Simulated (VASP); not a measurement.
Input of a VASP 6.6.1 run:

File INCAR:

```
SYSTEM = RbBr
PREC = Accurate ; ENCUT = 520
EDIFF = 1E-6 ; ISMEAR = 0
SIGMA = 0.05 ; LREAL = .False.
LASPH = .True. ; NELM = 80
ALGO = Normal ; ISIF = 2
LWAVE = .False. ; LCHARG = .False.
GGA = PS ; NBANDS = 15
```

The input KPOINTS:

```
regular mesh
0
Gamma
  6 6 6
  0 0 0
```

Contents of POSCAR:

```
RbBr
1.0
    0.0000000000      3.5240997096      3.2421717328
    3.5240997096      0.0000000000      3.2421717328
    3.5240997096      3.5240997096      0.0000000000
Rb Br
1 1
Direct
    0.0000000000      0.0000000000      0.0000000000
    0.5000000000      0.5000000000      0.5000000000
```

Potentials or basis: VASP PAW PBE potentials, release 64 (Rb_sv, Br).

Run with:

```console
$ cat potpaw_PBE.64/Rb_sv/POTCAR potpaw_PBE.64/Br/POTCAR > POTCAR
$ mpirun -np 1 vasp_std > vasp.out
```

Q: Predict the pressure.

A: 0.3 GPa.

Q: What does it give for the band gap on the k mesh?

A: 4.11 eV.

Stress tensor (GPa, compression positive):
```
-0.67  0.00  0.00
 0.00 -0.67  0.00
 0.00  0.00  2.30
```

Caveat: the PAW data sets were made with another functional, which shifts forces and pressure a little.
